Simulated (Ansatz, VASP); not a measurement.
## C in VASP and in Ansatz

The input INCAR:

```
SYSTEM = C
PREC = Accurate ; ENCUT = 520
EDIFF = 1E-6 ; ISMEAR = -1
SIGMA = 0.02 ; LREAL = .False.
LASPH = .True. ; NELM = 100
ALGO = Normal ; ISIF = 2
LWAVE = .False. ; LCHARG = .False.
GGA = PE ; NBANDS = 11
```

File KPOINTS:

```
regular mesh
0
Gamma
  10 10 10
  0 0 0
```

The input POSCAR:

```
C
1.0
    0.0000000000      1.7833700000      1.7952591333
    1.7833700000      0.0000000000      1.7952591333
    1.7833700000      1.7833700000      0.0000000000
C
2
Direct
    0.0000000000      0.0000000000      0.0000000000
    0.2500000000      0.2500000000      0.2500000000
```

Input for Ansatz:

```yaml
crystal:
  lattice:
    - [0.0, 1.78337, 1.7952591333333332]
    - [1.78337, 0.0, 1.7952591333333332]
    - [1.78337, 1.78337, 0.0]
  atoms:
    - { symbol: C, position: [0.0, 0.0, 0.0] }
    - { symbol: C, position: [0.25, 0.25, 0.25] }
basis:
  ecutwfc: 520.0
kpoints:
  mp_grid:
    grid: [10, 10, 10]
hamiltonian:
  xc: pbe
scf:
  occupations:
    method: fermi_dirac
    width: 0.02
output:
  stress: true
```

Alike in both runs: task single point; functional PBE; k mesh 10 × 10 × 10; occupations fermi-dirac, width 0.02 eV; no spin polarisation.

```csv
,VASP,Ansatz
version,VASP 6.6.1,Ansatz 0.2.0
potentials or method,"VASP PAW PBE potentials, release 64 (C), cutoff 520 eV","plane waves, PAW"
valence electrons in the cell,8,8
```

|  | VASP | Ansatz | Ansatz less VASP |
| --- | --- | --- | --- |
| pressure (GPa) | -0.5 | -1.1 | -0.62 |
| traceless stress, the component that is largest in VASP (GPa) | -4.12 | -4.12 | -0.002 |
